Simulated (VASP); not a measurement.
# Sn8O15 (a cell with a defect) in VASP: notebook, part 2 of 2

VASP 6.6.1. Earlier steps stand in the parts before.

### 3 Single point, PBE

The input, INCAR:

```
SYSTEM = Sn8O15
ALGO = Normal
EDIFF = 1E-6
ENCUT = 520
GGA = PE
GGA_COMPAT = .FALSE.
ISIF = 2
ISMEAR = -1
LASPH = .TRUE.
LCHARG = .FALSE.
LREAL = .FALSE.
LWAVE = .FALSE.
NBANDS = 118
NELECT = 200.0
NELM = 120
PREC = Accurate
SIGMA = 0.01
```

The input, KPOINTS:

```
Automatic mesh
0
Gamma
  1 1 1
  0.25 0.25 0.25
```

The input, POSCAR:

```
Sn8O15
1.0
    4.8274600320      4.8274600320      0.0000000000
   -4.8274600320      4.8274600320      0.0000000000
    0.0000000000      0.0000000000      6.4759066843
Sn O
8 15
Direct
   -0.0182486694      0.4998128188      0.2305280788
    0.5001377837     -0.0015834867      0.2507323297
    0.0053002029     -0.0000789322     -0.0010063320
    0.4825077613      0.4982500376     -0.0009135107
   -0.0197224458      0.5002427234      0.7673286121
    0.5010537288     -0.0009440313      0.7475063657
    0.0025518464     -0.0014508647      0.4991655644
    0.5322372491      0.4998804521      0.4991466181
    0.0137868786      0.7997659299      0.2510691062
    0.4957726739      0.3100586203      0.2564122142
    0.0017744647      0.1991178520      0.2521858727
    0.4805317683      0.6871570116      0.2563560677
    0.3103990579      0.0049779583     -0.0012437319
    0.7861959324      0.5074861618     -0.0005119792
    0.1821906242      0.4920942588     -0.0017081078
    0.6971570507     -0.0057606534     -0.0002859580
    0.0128035832      0.8001407361      0.7468210450
    0.4968095349      0.3099738098      0.7424356672
    0.0015942541      0.1991651287      0.7463717274
    0.4857366704      0.6876751240      0.7420181011
    0.3071272458      0.0062650412      0.4993330118
    0.8342259978      0.5051612134      0.4985525477
    0.6966855398     -0.0084618877      0.4987038657
```

Potentials or basis: VASP PAW PBE potentials, release 64 (Sn_d, O).

Run with:

```sh
cat potpaw_PBE.64/Sn_d/POTCAR potpaw_PBE.64/O/POTCAR > POTCAR
mpirun -np 1 vasp_std > vasp.out
```

OUTCAR:

```text
SYSTEM = Sn8O15
   EDIFF = 1E-6
   ENCUT = 520
   GGA = PE
   ISIF = 2
   ISMEAR = -1
   LASPH = .TRUE.
   LREAL = .FALSE.
   NELECT = 200.0
   NELM = 120
   PREC = Accurate

 ion  position               nearest neighbor table
   1  0.982  0.500  0.231-  14 2.01  22 2.01  15 2.03  11 2.06   9 2.06   5 3.00   5 3.48   8 3.53
                             4 3.72   3 3.73   3 3.73   4 3.73
   2  0.500  0.998  0.251-  21 2.08  13 2.08  23 2.09  16 2.11  10 2.13  12 2.13   6 3.22   6 3.26
                             3 3.75
   3  0.005  1.000  0.999-  13 2.08  16 2.10  19 2.13  17 2.13   9 2.13  11 2.13   7 3.24   7 3.24
                             5 3.73   1 3.73   1 3.73   5 3.73   2 3.75   6 3.76
   4  0.483  0.498  0.999-  15 2.05  14 2.07  18 2.10  10 2.11  12 2.11  20 2.11   8 3.26   8 3.26
                             5 3.71   1 3.72   1 3.73   5 3.74
   5  0.980  0.500  0.767-  14 2.00  22 2.01  15 2.03  17 2.06  19 2.07   1 3.00   1 3.48   8 3.52
                             4 3.71   3 3.73   3 3.73   4 3.74
   6  0.501  0.999  0.748-  21 2.08  13 2.08  23 2.09  16 2.11  18 2.12  20 2.13   2 3.22   2 3.26
                             3 3.76
   7  0.003  0.999  0.499-  21 2.08  23 2.09  17 2.10   9 2.10  11 2.11  19 2.11   3 3.24   3 3.24
[... 4 lines left out ...]
  10  0.496  0.310  0.256-   8 2.05   4 2.11   2 2.13
  11  0.002  0.199  0.252-   1 2.06   7 2.11   3 2.13
  12  0.481  0.687  0.256-   8 2.06   4 2.11   2 2.13
  13  0.310  0.005  0.999-   3 2.08   2 2.08   6 2.08
  14  0.786  0.507  0.999-   5 2.00   1 2.01   4 2.07
  15  0.182  0.492  0.998-   1 2.03   5 2.03   4 2.05
  16  0.697  0.994  1.000-   3 2.10   2 2.11   6 2.11
  17  0.013  0.800  0.747-   5 2.06   7 2.10   3 2.13
  18  0.497  0.310  0.742-   8 2.05   4 2.10   6 2.12
  19  0.002  0.199  0.746-   5 2.07   7 2.11   3 2.13
  20  0.486  0.688  0.742-   8 2.05   4 2.11   6 2.13
  21  0.307  0.006  0.499-   7 2.08   2 2.08   6 2.08
  22  0.834  0.505  0.499-   5 2.01   1 2.01   8 2.06
  23  0.697  0.992  0.499-   7 2.09   2 2.09   6 2.09

  LATTYP: Found a simple tetragonal cell.
 ALAT       =     6.8270594491
 C/A-ratio  =     0.9485645661

  Lattice vectors:

 A1 = (   4.8274600320,   4.8274600320,   0.0000000000)
 A2 = (  -4.8274600320,   4.8274600320,   0.0000000000)
 A3 = (   0.0000000000,   0.0000000000,   6.4759066843)

Analysis of symmetry for initial positions (statically):
=====================================================================
 Subroutine PRICEL returns:
 Original cell was already a primitive cell.

 Routine SETGRP: Setting up the symmetry group for a
 simple tetragonal supercell.

 Subroutine GETGRP returns: Found  1 space group operations
 (whereof  1 operations were pure point group operations)
 out of a pool of 16 trial point group operations.

The static configuration has the point symmetry C_1 .

Analysis of symmetry for dynamics (positions and initial velocities):
=====================================================================
 Subroutine PRICEL returns:
 Original cell was already a primitive cell.

 Routine SETGRP: Setting up the symmetry group for a
 simple tetragonal supercell.

 Subroutine GETGRP returns: Found  1 space group operations
 (whereof  1 operations were pure point group operations)
 out of a pool of 16 trial point group operations.

The dynamic configuration has the point symmetry C_1 .

 Subroutine INISYM returns: Found  1 space group operations
[... 97 lines left out ...]
 -0.250000  0.250000  0.250000      2.000000
 -0.250000 -0.250000  0.250000      2.000000
  0.250000 -0.250000  0.250000      2.000000
   k-points           NKPTS =      4   k-points in BZ     NKDIM =      4   number of bands    NBANDS=    118
   number of dos      NEDOS =    301   number of ions     NIONS =     23
   total plane-waves  NPLWV = 139968
   dimension x,y,z NGX =    54 NGY =   54 NGZ =   48
   dimension x,y,z NGXF=   108 NGYF=  108 NGZF=   96
   ions per type =               8  15
   NGX,Y,Z   is equivalent  to a cutoff of  13.15, 13.15, 12.32 a.u.
   NGXF,Y,Z  is equivalent  to a cutoff of  26.30, 26.30, 24.64 a.u.
 SYSTEM =  Sn8O15
   PREC   = accura    normal or accurate (medium, high low for compatibility)
   ISTART =      0    job   : 0-new  1-cont  2-samecut
   ICHARG =      2    charge: 1-file 2-atom 10-const
   ISPIN  =      1    spin polarized calculation?
   LNONCOLLINEAR =      F non collinear calculations
   LSORBIT =      F    spin-orbit coupling
   LASPH  =      T    aspherical Exc in radial PAW
   ENCUT  =  520.0 eV  38.22 Ry    6.18 a.u.  12.69 12.69 12.04*2*pi/ulx,y,z
   NELM   =    120;   NELMIN=  2; NELMDL= -5     # of ELM steps
   EDIFF  = 0.1E-05   stopping-criterion for ELM
   LREAL  =      F    real-space projection
   EDIFFG = 0.1E-04   stopping-criterion for IOM
   NSW    =      0    number of steps for IOM
   IBRION =     -1    ionic relax: 0-MD 1-quasi-New 2-CG
   NFREE  =      0    steps in history (QN), initial steepest desc. (CG)
   ISIF   =      2    stress and relaxation
   ISYM   =      2    0-nonsym 1-usesym 2-fastsym
   POTIM  = 0.5000    time-step for ionic-motion
   TEBEG  =    0.0;   TEEND  =   0.0 temperature during run
   PSTRESS=    0.0 pullay stress
   NELECT =     200.0000    total number of electrons
   NUPDOWN=      -1.0000    fix difference up-down
   EMIN   =  10.00;   EMAX   =-10.00  energy-range for DOS
   EFERMI =   0.00;   METHOD = LEGACY
   ISMEAR =    -1;   SIGMA  =   0.01  broadening in eV -4-tet -1-fermi 0-gaus
   EFERMI_NEDOS =   21; number of points for ismear=-14 and -15
   IALGO  =     38    algorithm
   IMIX   =      4    mixing-type and parameters
     AMIX     =   0.40;   BMIX     =  1.00
     AMIX_MAG =   1.60;   BMIX_MAG =  1.00
  volume/ion in A,a.u.               =      13.12        88.56
  Fermi-wavevector in a.u.,A,eV,Ry     =   1.427235  2.697083 27.715067  2.037000
  Thomas-Fermi vector in A             =   2.547426
   LORBIT       =      0    0 simple, 1 ext, 2 COOP (PROOUT), +10 PAW based schemes
   GGA     = PE    functional components
   LHFCALC =     F    Hartree Fock is set to
   AEXX    =    0.0000 exact exchange contribution
   IVDW    =     0    specifies the selected vdW correction
   LEPSILON=     F    determine dielectric tensor
   LRPA    =     F    only Hartree local field effects (RPA)
 non-spin polarized calculation
  energy-cutoff  :      520.00
  volume of cell :      301.83
 maximum number of plane-waves:      8114
 NGX is ok and might be reduce to    50
   NGX = 25   NGY = 25   NGZ = 25

 number of electron     200.0000032 magnetization

 Free energy of the ion-electron system (eV)
  ---------------------------------------------------
  ext. energy  EPLUGINS =         0.00000000
  ---------------------------------------------------
  free energy    TOTEN  =      -153.84889811 eV

  energy without entropy =     -153.84889811  energy(sigma->0) =     -153.84889811

 E-fermi :   5.3694     XC(G=0): -10.6839

 val. band max:        5.1119518982   @ k =  -0.2500   0.2500   0.2500
 cond. band min:       7.0487317203   @ k =   0.2500  -0.2500   0.2500
 fundamental gap:      1.9367798221
 Fermi energy:         5.3693506321

 k-point     1 :       0.2500    0.2500    0.2500
  band No.  band energies     occupation
      1     -16.1938      2.00000
      2     -15.9226      2.00000
      3     -15.6120      2.00000
      4     -15.5228      2.00000
      5     -15.5069      2.00000
      6     -15.3905      2.00000
[... 449 lines left out ...]
    111      12.3143      0.00000
    112      12.7288      0.00000
 [bands above 112 left out]

------------------------ aborting loop because EDIFF is reached ----------------------------------------

  FORCE on cell =-STRESS in cart. coord.  units (eV):
  Direction    XX          YY          ZZ          XY          YZ          ZX
  --------------------------------------------------------------------------------------
  -------------------------------------------------------------------------------------
  Total      -23.8142205    -23.3193034    -15.3415229      5.3905301      0.0388848     -0.0043151
  in kB     -126.4092929   -123.7822021    -81.4350007     28.6137055      0.2064061     -0.0229052
  external PRESSURE =    -110.5421652 kB  Pullay stress =       0.0000000 kB

 VOLUME and BASIS-vectors are now :
 -----------------------------------------------------------------------------
  energy-cutoff  :      520.00
  volume of cell :      301.83
      direct lattice vectors                 reciprocal lattice vectors
     4.827460032  4.827460032  0.000000000     0.103574136  0.103574136  0.000000000
    -4.827460032  4.827460032  0.000000000    -0.103574136  0.103574136  0.000000000
     0.000000000  0.000000000  6.475906684     0.000000000  0.000000000  0.154418531

 POSITION                                       TOTAL-FORCE (eV/Angst)
 -----------------------------------------------------------------------------------
      2.32654      7.15219      1.49288        -0.004331      0.012026      0.020926
     -2.40542      7.23421      1.62372        -0.016593      0.007964     -0.005242
     -4.80149      4.85267      6.46939         0.005611      0.006598      0.026605
     -0.07600      4.73457      6.46999        -0.004766      0.004053      0.019957
      2.31735      7.14715      4.96915         0.023423     -0.003694     -0.014928
     -2.40409      7.24172      4.84078         0.008602     -0.025217      0.007871
[... 15 lines left out ...]
      1.58855      6.46584      3.22858         0.021744      0.002285      0.006132
     -1.42339      8.14983      3.22956         0.005324      0.029933      0.006556
 -----------------------------------------------------------------------------------
    total drift:                               -0.001741      0.000755     -0.000127

  FREE ENERGIE OF THE ION-ELECTRON SYSTEM (eV)
  ---------------------------------------------------
  free  energy   TOTEN  =      -153.8488981058 eV

  energy  without entropy=     -153.8488981058  energy(sigma->0) =     -153.84889811
```

Wall time 6.8 min (1 thread of Intel Xeon Platinum 8375C at 2.90GHz (Ice Lake), shared host); peak memory 0.38 GiB.

What came out:

```
Free energy   : -153.8489 eV
Largest force : 0.072 eV/Å
```

Forces on the atoms (eV/Å):
```
Sn  -0.004  0.012  0.021
Sn  -0.017  0.008 -0.005
Sn   0.006  0.007  0.027
Sn  -0.005  0.004  0.020
Sn   0.023 -0.004 -0.015
Sn   0.009 -0.025  0.008
Sn  -0.007  0.028 -0.023
Sn  -0.022 -0.015 -0.024
O   -0.031 -0.021  0.007
O    0.024 -0.048 -0.045
O    0.030  0.029  0.003
O   -0.004  0.068  0.024
O   -0.009 -0.034  0.003
O   -0.013 -0.056  0.017
O    0.021  0.057 -0.015
O    0.016  0.035 -0.020
O    0.005 -0.037  0.012
O   -0.007 -0.025  0.006
O    0.003  0.027 -0.033
O   -0.045 -0.001  0.008
O   -0.002 -0.043  0.014
O    0.022  0.002  0.006
O    0.005  0.030  0.007
```

Caveat: the cell carries a net charge on a neutralising background, which shifts energy and pressure; the cell is charged against a uniform background, so pressure and absolute levels hang on convention; spin-orbit coupling is left out, which moves the levels of the heavy elements.

### 4 Relaxation of the atoms, PBE

The input, INCAR:

```
SYSTEM = Sn8O15
PREC = Accurate
ENCUT = 520
EDIFF = 1E-7
ISMEAR = -1
SIGMA = 0.01
LREAL = .False.
LASPH = .True.
NELM = 120
ALGO = Normal
ISIF = 2
LWAVE = .False.
LCHARG = .False.
GGA = PE
IBRION = 2
NSW = 100
EDIFFG = -0.03
NELECT = 203.0
GGA_COMPAT = .False.
NELMIN = 4
```

KPOINTS is that of step 3.

The input, POSCAR:

```
Sn8O15
1.0
    4.8274600300      4.8274600300      0.0000000000
   -4.8274600300      4.8274600300      0.0000000000
    0.0000000000      0.0000000000      6.4759066800
Sn O
8 15
Direct
    0.0000000000      0.5000000000      0.2500000000
    0.5000000000      0.0000000000      0.2500000000
    0.0000000000      0.0000000000      0.0000000000
    0.5000000000      0.5000000000      0.0000000000
    0.0000000000      0.5000000000      0.7500000000
    0.5000000000      0.0000000000      0.7500000000
    0.0000000000      0.0000000000      0.5000000000
    0.5000000000      0.5000000000      0.5000000000
    0.0000000000      0.8065971000      0.2500000000
    0.5000000000      0.3065971000      0.2500000000
    0.0000000000      0.1934029000      0.2500000000
    0.5000000000      0.6934029000      0.2500000000
    0.3065971000      0.0000000000      0.0000000000
    0.8065971000      0.5000000000      0.0000000000
    0.1934029000      0.5000000000      0.0000000000
    0.6934029000      0.0000000000      0.0000000000
    0.0000000000      0.8065971000      0.7500000000
    0.5000000000      0.3065971000      0.7500000000
    0.0000000000      0.1934029000      0.7500000000
    0.5000000000      0.6934029000      0.7500000000
    0.3065971000      0.0000000000      0.5000000000
    0.8065971000      0.5000000000      0.5000000000
    0.6934029000      0.0000000000      0.5000000000
```

Run with:

```sh
cat potpaw_PBE.64/Sn_d/POTCAR potpaw_PBE.64/O/POTCAR > POTCAR
mpirun -np 1 vasp_std > vasp.out
```

Wall time 27 min (1 thread of Intel Xeon Platinum 8375C at 2.90GHz (Ice Lake), shared host); peak memory 0.38 GiB.

The run converged. Its results:

```yaml
Free_energy: -132.4861 eV
Energy_gained_by_relaxing: 9.9 meV/atom
Ionic_steps: 22
Largest_force_after_relaxing: 0.013 eV/Å
```

Forces in eV/Å, atoms in the order of the input:
```
Sn   0.006  0.006  0.002
Sn  -0.007 -0.007  0.009
Sn   0.005  0.005  0.000
Sn   0.001  0.001  0.000
Sn   0.006  0.006 -0.002
Sn  -0.007 -0.007 -0.009
Sn   0.002  0.002  0.000
Sn  -0.008 -0.008  0.000
O    0.004 -0.001  0.002
O   -0.003 -0.005  0.008
O   -0.001  0.004  0.002
O   -0.005 -0.003  0.008
O   -0.001 -0.001  0.000
O    0.001  0.001  0.000
O    0.008  0.008  0.000
O    0.005  0.005  0.000
O    0.004 -0.001 -0.002
O   -0.003 -0.005 -0.008
O   -0.001  0.004 -0.002
O   -0.005 -0.003 -0.008
O    0.000  0.000  0.000
O   -0.006 -0.006  0.000
O    0.003  0.003  0.000
```

The path:
```csv
step,energy change (eV),largest force (eV/Å),pressure (GPa)
1,0.0000,0.8658,12.44
2,-0.1384,0.5622,11.36
3,-0.1528,0.5825,10.94
4,-0.1971,0.3486,10.64
5,-0.2052,0.2766,10.47
6,-0.2142,0.1861,10.44
7,-0.2144,0.1559,10.44
8,-0.2182,0.1031,10.40
9,-0.2183,0.1226,10.40
10,-0.2212,0.0904,10.33
11,-0.2215,0.1147,10.31
12,-0.2240,0.0633,10.26
13,-0.2244,0.0849,10.23
14,-0.2266,0.0376,10.27
15,-0.2269,0.0506,10.29
16,-0.2277,0.0443,10.28
17,-0.2277,0.0443,10.28
18,-0.2282,0.0387,10.28
19,-0.2282,0.0555,10.28
20,-0.2286,0.0319,10.30
21,-0.2286,0.0369,10.30
22,-0.2288,0.0132,10.31
```

Final structure:
```xyz
23
Lattice="4.8275 4.8275 0.0000 -4.8275 4.8275 0.0000 0.0000 0.0000 6.4759" Properties=species:S:1:pos:R:3 pbc="T T T"
Sn    2.3998    7.2272    1.6609
Sn    2.4284    2.4284    1.6091
Sn    0.0209    0.0209    0.0000
Sn    0.0049    4.8324    0.0000
Sn    2.3998    7.2272    4.8150
Sn    2.4284    2.4284    4.8668
Sn    0.0057    0.0057    3.2380
Sn   -0.1439    4.6835    3.2380
O    -3.8764    3.9212    1.6312
O     0.9660    3.8810    1.5746
O    -0.9063    0.9510    1.6312
O    -0.9465    5.7935    1.5746
O     1.4849    1.4849    0.0000
O     1.4954    6.3228    0.0000
O    -1.4814    3.3461    0.0000
O     3.3775    3.3775    0.0000
O    -3.8764    3.9212    4.8447
O     0.9660    3.8810    4.9013
O    -0.9063    0.9510    4.8447
O    -0.9465    5.7935    4.9013
O     1.4906    1.4906    3.2380
O     1.3923    6.2197    3.2380
O     3.3580    3.3580    3.2380
```

Levels at points of the mesh, in eV from the Fermi level:
```csv
k point,band 99,band 100,band 101,band 102,band 103,band 104,band 105,band 106
"(0.25, 0.25, 0.25)",-3.10,-2.81,-1.82,0.00,0.53,1.09,2.09,2.37
```

Caveat: the k points lie up to 0.97 Å⁻¹ apart, too coarse for converged energies and pressures of a metal; the cell carries a net charge on a neutralising background, which shifts energy and pressure; the cell is charged against a uniform background, so pressure and absolute levels hang on convention; spin-orbit coupling is left out, which moves the levels of the heavy elements; an odd number of electrons without spin polarisation forces a metal; a magnetic or distorted state may lie lower.
